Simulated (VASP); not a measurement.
Runs of VASP 6.6.1 on Au. The structure is that of space group Fd-3m (No. 227), or close to it. The cells are those of the table. 

| task | cell | cutoff (eV) | gap on the mesh (eV) | pressure (GPa) |
| --- | --- | --- | --- | --- |
| relaxation of cell and atoms | relaxed from a = 3.960 Å, angles 60.0°, 2 atoms | 600 | none | 0.0 |
| single point | a = 3.888 Å, angles 60.0°, 2 atoms | 520 | none | 45.3 |
| single point | a = 4.303 Å, angles 60.0°, 2 atoms | 520 | none | (a) |
| single point | a = 3.969 Å, angles 60.0°, 2 atoms | 520 | none | 30.3 |
| relaxation of cell and atoms | relaxed to 30 GPa from a = 3.960 Å, angles 60.0°, 2 atoms | 600 | none | 30.0 |
| relaxation of cell and atoms | relaxed to 15 GPa from a = 3.960 Å, angles 60.0°, 2 atoms | 600 | none | 14.8 |
| relaxation of cell and atoms | relaxed to 45 GPa from a = 3.960 Å, angles 60.0°, 2 atoms | 600 | none | 45.0 |
| single point | a = 4.084 Å, angles 60.0°, 2 atoms | 520 | none | 15.2 |

Alike in all rows: level r2SCAN; potentials or basis VASP PAW PBE potentials, release 64 (Au); no spin polarisation; k mesh 6 × 6 × 6; smearing gaussian 0.05 eV.

**Question.** Estimate the missing entries.

**Answer.** (a) 0.1.

Caveats: the PAW data sets were made with another functional, which shifts forces and pressure a little; spin-orbit coupling is left out, which moves the levels of the heavy elements; the cell is relaxed towards a set pressure, so the enthalpy falls and the energy may rise (some runs).

A k mesh can miss the band edges, and the runs leave out spin-orbit coupling on Au.

A gap of «none» marks levels without a gap at the run's occupations.
